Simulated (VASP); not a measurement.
# HgPt3 (Pm-3m) in VASP: a series of runs

Runs on HgPt3. Level: LDA. Tasks: single point, relaxation of cell and atoms.

Everything below comes from runs of VASP 6.6.1. Logs are shortened: lines on timing, memory, paths and dates and some standing lists are left out, and cuts for length are marked.

### Step 1. The cell of the first run

The structure is cubic, space group Pm-3m (No. 221). Conventional cell: a = 3.973 Å, b = 3.973 Å, c = 3.973 Å, α = 90.00°, β = 90.00°, γ = 90.00°. Hg (site symmetry m-3m) has 12 Pt at 2.81 Å within 3.7 Å. Pt (site symmetry 4/mmm) has 4 Hg at 2.81 Å and 8 Pt at 2.81 Å within 3.7 Å.

### Step 2. Single point, LDA

INCAR reads:

```
PREC = Accurate
ENCUT = 520
EDIFF = 1E-6
ISMEAR = 0
SIGMA = 0.15
LREAL = False
LASPH = True
NELM = 60
ALGO = Fast
ISIF = 2
LWAVE = False
LCHARG = True
LELF = True
LVHAR = True
NBANDS = 29
```

KPOINTS reads:

```
regular mesh
0
Gamma
  12 12 12
```

POSCAR reads:

```
HgPt3
1.0
    3.9726881452      0.0000000000      0.0000000000
    0.0000000000      3.9726881452      0.0000000000
    0.0000000000      0.0000000000      3.9726881452
Hg Pt
1 3
Direct
    0.0000000000      0.0000000000      0.0000000000
    0.0000000000      0.5000000000      0.5000000000
    0.5000000000      0.5000000000      0.0000000000
    0.5000000000      0.0000000000      0.5000000000
```

Potentials or basis: VASP PAW LDA potentials, release 64 (Hg, Pt).

Launch:

```console
$ cat potpaw_LDA.64/Hg/POTCAR potpaw_LDA.64/Pt/POTCAR > POTCAR
$ mpirun -np 1 vasp_std > vasp.out
```

OUTCAR:

```text
PREC = Accurate
   ENCUT = 520
   EDIFF = 1E-6
   ISMEAR = 0
   LREAL = False
   LASPH = True
   NELM = 60
   ISIF = 2

 ion  position               nearest neighbor table
   1  0.000  0.000  0.000-   2 2.81   3 2.81   4 2.81   2 2.81   4 2.81   2 2.81   3 2.81   2 2.81
                             3 2.81   4 2.81   4 2.81   3 2.81
   2  0.000  0.500  0.500-   1 2.81   3 2.81   4 2.81   1 2.81   3 2.81   1 2.81   4 2.81   1 2.81
                             3 2.81   4 2.81   3 2.81   4 2.81
   3  0.500  0.500  0.000-   1 2.81   2 2.81   4 2.81   2 2.81   4 2.81   1 2.81   4 2.81   4 2.81
                             1 2.81   2 2.81   2 2.81   1 2.81
   4  0.500  0.000  0.500-   1 2.81   2 2.81   3 2.81   1 2.81   3 2.81   2 2.81   3 2.81   3 2.81
                             1 2.81   2 2.81   1 2.81   2 2.81

  LATTYP: Found a simple cubic cell.
 ALAT       =     3.9726881452

  Lattice vectors:

 A1 = (   3.9726881452,   0.0000000000,   0.0000000000)
 A2 = (   0.0000000000,   3.9726881452,   0.0000000000)
 A3 = (   0.0000000000,   0.0000000000,   3.9726881452)

Analysis of symmetry for initial positions (statically):
=====================================================================
 Subroutine PRICEL returns:
 Original cell was already a primitive cell.

 Routine SETGRP: Setting up the symmetry group for a
 simple cubic supercell.

 Subroutine GETGRP returns: Found 48 space group operations
 (whereof 48 operations were pure point group operations)
 out of a pool of 48 trial point group operations.

The static configuration has the point symmetry O_h .

Analysis of symmetry for dynamics (positions and initial velocities):
=====================================================================
 Subroutine PRICEL returns:
 Original cell was already a primitive cell.

 Routine SETGRP: Setting up the symmetry group for a
 simple cubic supercell.

 Subroutine GETGRP returns: Found 48 space group operations
 (whereof 48 operations were pure point group operations)
 out of a pool of 48 trial point group operations.

The dynamic configuration has the point symmetry O_h .

 Subroutine INISYM returns: Found 48 space group operations
 (whereof 48 operations are pure point group operations),
 and found     1 'primitive' translations

----------------------------------------------------------------------------------------

                                     Primitive cell

  volume of cell :      62.6980

  direct lattice vectors                    reciprocal lattice vectors
     3.972688145  0.000000000  0.000000000     0.251718726  0.000000000  0.000000000
     0.000000000  3.972688145  0.000000000     0.000000000  0.251718726  0.000000000
     0.000000000  0.000000000  3.972688145     0.000000000  0.000000000  0.251718726

  length of vectors
     3.972688145  3.972688145  3.972688145     0.251718726  0.251718726  0.251718726

  position of ions in fractional coordinates (direct lattice)
     0.000000000  0.000000000  0.000000000
     0.000000000  0.500000000  0.500000000
     0.500000000  0.500000000  0.000000000
     0.500000000  0.000000000  0.500000000

  ion indices of the primitive-cell ions
   primitive index   ion index
                 1           1
                 2           2
                 3           3
                 4           4

----------------------------------------------------------------------------------------

 KPOINTS: regular mesh

Automatic generation of k-mesh.
 Grid dimensions read from file:
 generate k-points for:   12   12   12

 Generating k-lattice:

  Cartesian coordinates                     Fractional coordinates (reciprocal lattice)
     0.020976561  0.000000000  0.000000000     0.083333333  0.000000000  0.000000000
     0.000000000  0.020976561  0.000000000     0.000000000  0.083333333  0.000000000
     0.000000000  0.000000000  0.020976561     0.000000000  0.000000000  0.083333333

  Length of vectors
     0.020976561  0.020976561  0.020976561

  Shift w.r.t. Gamma in fractional coordinates (k-lattice)
     0.000000000  0.000000000  0.000000000

 Subroutine IBZKPT returns following result:
 ===========================================

 Found     84 irreducible k-points:

 Following reciprocal coordinates:
            Coordinates               Weight
  0.000000  0.000000  0.000000      1.000000
  0.083333  0.000000  0.000000      6.000000
  0.166667  0.000000  0.000000      6.000000
  0.250000  0.000000  0.000000      6.000000
  0.333333  0.000000  0.000000      6.000000
  0.416667  0.000000  0.000000      6.000000
[... 16 lines left out ...]
  0.333333  0.333333  0.000000     12.000000
  0.416667  0.333333  0.000000     24.000000
 [... further k-points ...]
   k-points           NKPTS =     84   k-points in BZ     NKDIM =     84   number of bands    NBANDS=     29
   number of dos      NEDOS =    301   number of ions     NIONS =      4
   total plane-waves  NPLWV =  27000
   dimension x,y,z NGX =    30 NGY =   30 NGZ =   30
   dimension x,y,z NGXF=    60 NGYF=   60 NGZF=   60
   ions per type =               1   3
   NGX,Y,Z   is equivalent  to a cutoff of  12.55, 12.55, 12.55 a.u.
   NGXF,Y,Z  is equivalent  to a cutoff of  25.11, 25.11, 25.11 a.u.
 SYSTEM =  unknown system
   PREC   = accura    normal or accurate (medium, high low for compatibility)
   ISTART =      0    job   : 0-new  1-cont  2-samecut
   ICHARG =      2    charge: 1-file 2-atom 10-const
   ISPIN  =      1    spin polarized calculation?
   LNONCOLLINEAR =      F non collinear calculations
   LSORBIT =      F    spin-orbit coupling
   LASPH  =      T    aspherical Exc in radial PAW
   ENCUT  =  520.0 eV  38.22 Ry    6.18 a.u.   7.39  7.39  7.39*2*pi/ulx,y,z
   NELM   =     60;   NELMIN=  2; NELMDL= -5     # of ELM steps
   EDIFF  = 0.1E-05   stopping-criterion for ELM
   LREAL  =      F    real-space projection
   EDIFFG = 0.1E-04   stopping-criterion for IOM
   NSW    =      0    number of steps for IOM
   IBRION =     -1    ionic relax: 0-MD 1-quasi-New 2-CG
   NFREE  =      0    steps in history (QN), initial steepest desc. (CG)
   ISIF   =      2    stress and relaxation
   ISYM   =      2    0-nonsym 1-usesym 2-fastsym
   POTIM  = 0.5000    time-step for ionic-motion
   TEBEG  =    0.0;   TEEND  =   0.0 temperature during run
   PSTRESS=    0.0 pullay stress
   NELECT =      42.0000    total number of electrons
   NUPDOWN=      -1.0000    fix difference up-down
   EMIN   =  10.00;   EMAX   =-10.00  energy-range for DOS
   EFERMI =   0.00;   METHOD = LEGACY
   ISMEAR =     0;   SIGMA  =   0.15  broadening in eV -4-tet -1-fermi 0-gaus
   EFERMI_NEDOS =   21; number of points for ismear=-14 and -15
   IALGO  =     68    algorithm
   IMIX   =      4    mixing-type and parameters
     AMIX     =   0.40;   BMIX     =  1.00
     AMIX_MAG =   1.60;   BMIX_MAG =  1.00
  volume/ion in A,a.u.               =      15.67       105.78
  Fermi-wavevector in a.u.,A,eV,Ry     =   1.432430  2.706900 27.917198  2.051856
  Thomas-Fermi vector in A             =   2.552058
   LORBIT       =      0    0 simple, 1 ext, 2 COOP (PROOUT), +10 PAW based schemes
   GGA     = CA    functional components
   LHFCALC =     F    Hartree Fock is set to
   AEXX    =    0.0000 exact exchange contribution
   IVDW    =     0    specifies the selected vdW correction
   LEPSILON=     F    determine dielectric tensor
   LRPA    =     F    only Hartree local field effects (RPA)
 non-spin polarized calculation
 RMM-DIIS sequential band-by-band and
 Gauss-broadening in eV      SIGMA  =   0.15
  energy-cutoff  :      520.00
  volume of cell :       62.70
 maximum number of plane-waves:      1743
 NGX is ok and might be reduce to    30
   NGX = 15   NGY = 15   NGZ = 15

 number of electron      42.0000012 magnetization

 Free energy of the ion-electron system (eV)
  ---------------------------------------------------
  ext. energy  EPLUGINS =         0.00000000
  ---------------------------------------------------
  free energy    TOTEN  =       -23.38650172 eV

  energy without entropy =      -23.34427818  energy(sigma->0) =      -23.36538995

 E-fermi :   9.2503     XC(G=0): -13.4599

 val. band max:        9.2426777114   @ k =   0.5000   0.1667   0.0833
 cond. band min:       9.2619119583   @ k =   0.3333   0.2500   0.1667
 fundamental gap:      0.0192342469
 Fermi energy:         9.2502991022

 k-point     1 :       0.0000    0.0000    0.0000
  band No.  band energies     occupation
      1      -1.2698      2.00000
      2       0.7169      2.00000
      3       0.7169      2.00000
      4       1.1543      2.00000
      5       1.1543      2.00000
      6       1.1543      2.00000
[... 21 lines left out ...]
     28      19.5187      0.00000
     29      19.5187      0.00000

 k-point     2 :       0.0833    0.0000    0.0000
  band No.  band energies     occupation
      1      -1.1816      2.00000
      2       0.7555      2.00000
      3       0.7601      2.00000
      4       1.1717      2.00000
      5       1.1897      2.00000
      6       1.1897      2.00000
[... 21 lines left out ...]
     28      19.5652      0.00000
     29      19.5703      0.00000

 k-point     3 :       0.1667    0.0000    0.0000
  band No.  band energies     occupation
      1      -0.9216      2.00000
      2       0.8633      2.00000
      3       0.8836      2.00000
      4       1.2208      2.00000
      5       1.2918      2.00000
      6       1.2918      2.00000
[... 21 lines left out ...]
     28      19.4558      0.00000
     29      19.4558      0.00000

 k-point     4 :       0.2500    0.0000    0.0000
  band No.  band energies     occupation
      1      -0.5065      2.00000
      2       1.0174      2.00000
      3       1.0708      2.00000
      4       1.2913      2.00000
      5       1.4464      2.00000
      6       1.4464      2.00000
[... 21 lines left out ...]
     28      19.0231      0.00000
     29      19.9702      0.00000

 k-point     5 :       0.3333    0.0000    0.0000
  band No.  band energies     occupation
      1       0.0188      2.00000
      2       1.1802      2.00000
      3       1.3028      2.00000
      4       1.3667      2.00000
      5       1.6249      2.00000
      6       1.6249      2.00000
[... 21 lines left out ...]
     28      18.3476      0.00000
     29      19.7947      0.00000
[... 510 lines left out ...]
     28      18.9858      0.00000
     29      20.7823      0.00000

 k-point    22 :       0.5000    0.2500    0.0000
  band No.  band energies     occupation
      1       1.3001      2.00000
      2       1.3596      2.00000
      3       1.6185      2.00000
      4       1.6222      2.00000
      5       1.8285      2.00000
      6       2.6230      2.00000
[... 21 lines left out ...]
     28      18.2314      0.00000
     29      21.4996      0.00000

 k-point    23 :       0.3333    0.3333    0.0000
  band No.  band energies     occupation
      1       0.9479      2.00000
      2       1.3824      2.00000
      3       1.6516      2.00000
      4       1.7334      2.00000
      5       1.8250      2.00000
      6       1.9299      2.00000
[... 21 lines left out ...]
     28      19.0980      0.00000
     29      20.8044      0.00000

 k-point    24 :       0.4167    0.3333    0.0000
  band No.  band energies     occupation
      1       1.1825      2.00000
      2       1.5108      2.00000
      3       1.7014      2.00000
      4       1.7946      2.00000
      5       1.8835      2.00000
      6       2.2283      2.00000
[... 21 lines left out ...]
     28      19.8252      0.00000
     29      19.9121      0.00000

 [... further k-points ...]

------------------------ aborting loop because EDIFF is reached ----------------------------------------

  FORCE on cell =-STRESS in cart. coord.  units (eV):
  Direction    XX          YY          ZZ          XY          YZ          ZX
  --------------------------------------------------------------------------------------
  -------------------------------------------------------------------------------------
  Total        0.7571210      0.7571210      0.7571210      0.0000000     -0.0000000      0.0000000
  in kB       19.3473939     19.3473939     19.3473939      0.0000000     -0.0000000      0.0000000
  external PRESSURE =      19.3473939 kB  Pullay stress =       0.0000000 kB

 VOLUME and BASIS-vectors are now :
 -----------------------------------------------------------------------------
  energy-cutoff  :      520.00
  volume of cell :       62.70
      direct lattice vectors                 reciprocal lattice vectors
     3.972688145  0.000000000  0.000000000     0.251718726  0.000000000  0.000000000
     0.000000000  3.972688145  0.000000000     0.000000000  0.251718726  0.000000000
     0.000000000  0.000000000  3.972688145     0.000000000  0.000000000  0.251718726

 POSITION                                       TOTAL-FORCE (eV/Angst)
 -----------------------------------------------------------------------------------
      0.00000      0.00000      0.00000         0.000000      0.000000      0.000000
      0.00000      1.98634      1.98634         0.000000      0.000000      0.000000
      1.98634      1.98634      0.00000         0.000000      0.000000      0.000000
      1.98634      0.00000      1.98634         0.000000      0.000000      0.000000
 -----------------------------------------------------------------------------------
    total drift:                                0.000000      0.000000     -0.000000

  FREE ENERGIE OF THE ION-ELECTRON SYSTEM (eV)
  ---------------------------------------------------
  free  energy   TOTEN  =       -23.3865017243 eV

  energy  without entropy=      -23.3442781831  energy(sigma->0) =      -23.36538995
```

It took 50 s on 1 thread of Intel Xeon 6975P-C (Granite Rapids), shared host; peak memory 0.24 GiB.

What came out:

```
Free energy            : -23.3865 eV
Pressure               : 1.9 GPa
Band gap on the k mesh : zero (bands 21 and 22 overlap by 1.03 eV)
```

Caveat: spin-orbit coupling is left out, which moves the levels of the heavy elements.

(Part 1 of 3 ends here.)
